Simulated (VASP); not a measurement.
NiO:

```xyz
2
Lattice="0.0000 2.0913 2.0913 2.0913 0.0000 2.0913 2.0913 2.0913 0.0000" Properties=species:S:1:pos:R:3 pbc="T T T"
Ni    0.0000    0.0000    0.0000
O     2.0913    2.0913    2.0913
```

Base run:

* Program: VASP 6.6.1
* Functional: PBE
* Potentials or basis: VASP PAW PBE potentials, release 64 (Ni, O)
* Cutoff: 520 eV
* k mesh: 9 × 9 × 9
* Occupations: fermi-dirac, width 0.05 eV
* Spin: collinear spin, ferromagnetic start
* Starting moments: [0.2, 0.0] μB
* Fixed moment: 0.2 μB

Its results: pressure -3.2 GPa; site moments Ni +0.17; O +0.03 μB.

Problem. The run is repeated on the same cell with these changes: fixed moment from 0.2 μB to 1 μB; moments at the start from [0.2, 0.0] to [1.0, 0.0]. What comes out?

Solution. Pressure -1.1 GPa; site moments Ni +0.86; O +0.11 μB.

Caveats: the total moment is fixed, so each spin has its own Fermi level; the cell stands under tension (at least some runs); a cell with one magnetic atom can't hold antiferromagnetic order, which such compounds often take (at least some runs).
